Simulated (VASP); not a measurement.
Crystal: Cu3N.

```
Cu N
1.0
     3.78937    0.00000    0.00000
     0.00000    3.78937    0.00000
     0.00000    0.00000    3.78937
Cu N
3 1
Direct
  0.50000 0.00000 0.00000
  0.00000 0.50000 0.00000
  0.00000 0.00000 0.50000
  0.00000 0.00000 0.00000
```

Base run:

* Program: VASP 6.6.1
* Functional: PBE
* Dispersion: D4
* Potentials or basis: VASP PAW PBE potentials, release 64 (Cu, N)
* Cutoff: 600 eV
* k mesh: 4 × 4 × 4
* Occupations: fermi-dirac, width 0.02 eV
* Spin: no spin polarisation

Its results: band gap on the k mesh 0.12 eV (least direct gap 0.66 eV); pressure 1.1 GPa.

Task: The run is repeated on the same cell with these changes: dispersion from D4 to none; occupations from fermi-dirac, width 0.02 eV to methfessel-paxton, width 0.5 eV. What comes out?

Result: Band gap on the k mesh 0.14 eV (least direct gap 0.68 eV); pressure 4.9 GPa.

Caveats: semilocal functionals underestimate gaps, and a narrow one can read as zero; the cell stands under pressure (at least some runs).

A k mesh can miss the band edges.
